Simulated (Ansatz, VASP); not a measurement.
Mo: VASP beside Ansatz

File INCAR:

```
PREC = Accurate ; ENCUT = 500
EDIFF = 1E-6 ; ISMEAR = -1
SIGMA = 0.1 ; LREAL = False
LASPH = True ; NELM = 120
ALGO = Normal ; ISIF = 2
LWAVE = False ; LCHARG = False
GGA = PE ; IVDW = 12
NBANDS = 13 ; GGA_COMPAT = False
```

The input KPOINTS:

```
regular mesh
0
Gamma
  7 7 7
```

POSCAR

```
Mo
1.0
   -1.5734200000      1.5734200000      1.5734200000
    1.5734200000     -1.5734200000      1.5734200000
    1.5734200000      1.5734200000     -1.5734200000
Mo
1
Direct
    0.0000000000      0.0000000000      0.0000000000
```

Input for Ansatz:

```yaml
crystal:
  lattice:
    - [-1.57342, 1.57342, 1.57342]
    - [1.57342, -1.57342, 1.57342]
    - [1.57342, 1.57342, -1.57342]
  atoms:
    - { symbol: Mo, position: [0.0, 0.0, 0.0] }
basis:
  ecutwfc: 540.0
  xc_grid: 2
kpoints:
  mp_grid:
    grid: [7, 7, 7]
hamiltonian:
  xc: pbe
  dispersion: d3bj
scf:
  convergence:
    dr2_threshold: 1.0e-09
  occupations:
    method: fermi_dirac
output:
  forces: true
  stress: true
```

Alike in both runs: task single point; functional PBE; dispersion D3(BJ); k mesh 7 × 7 × 7; no spin polarisation.

```csv
,VASP,Ansatz
version,VASP 6.6.1,Ansatz 0.2.0
potentials or method,"VASP PAW PBE potentials, release 64 (Mo_sv), cutoff 500 eV","plane waves, PAW"
occupations,"fermi-dirac, width 0.1 eV",fermi-dirac
valence electrons in the cell,14,14
```

Ansatz gave:

| Property | Result |
| --- | --- |
| pressure (GPa) | -3.6 |

Problem. Estimate VASP's values.

Solution. Pressure (GPa): -3.0.

Ansatz's warnings: stress scf threshold loose.

The k mesh is coarse, so the values compare programs but aren't converged.
